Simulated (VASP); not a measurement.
Crystal: MgS.

```xyz
2
Lattice="0.0000 2.8704 2.8704 2.8704 0.0000 2.8704 2.8704 2.8704 0.0000" Properties=species:S:1:pos:R:3 pbc="T T T"
S     1.4352    1.4352    1.4352
Mg    0.0000    0.0000    0.0000
```

This cell differs from its parent crystal: volume scaled by 1.04.

Base run:

- Program: VASP 6.6.1
- Functional: PBE
- Potentials or basis: VASP PAW PBE potentials, release 64 (S, Mg)
- Cutoff: 520 eV
- k mesh: 8 × 8 × 8
- Occupations: fermi-dirac, width 0.05 eV
- Spin: no spin polarisation

Its results: band gap on the k mesh 3.25 eV, direct; pressure -1.3 GPa.

**Question.** The run is repeated on the same cell with these changes: functional from PBE to PBEsol. What comes out?

**Answer.** Band gap on the k mesh 3.10 eV, direct; pressure -2.6 GPa.

PBEsol binds more tightly than PBE, so the same cell stands under less pressure.

Caveats: the PAW data sets were made with another functional, which shifts forces and pressure a little (some runs).

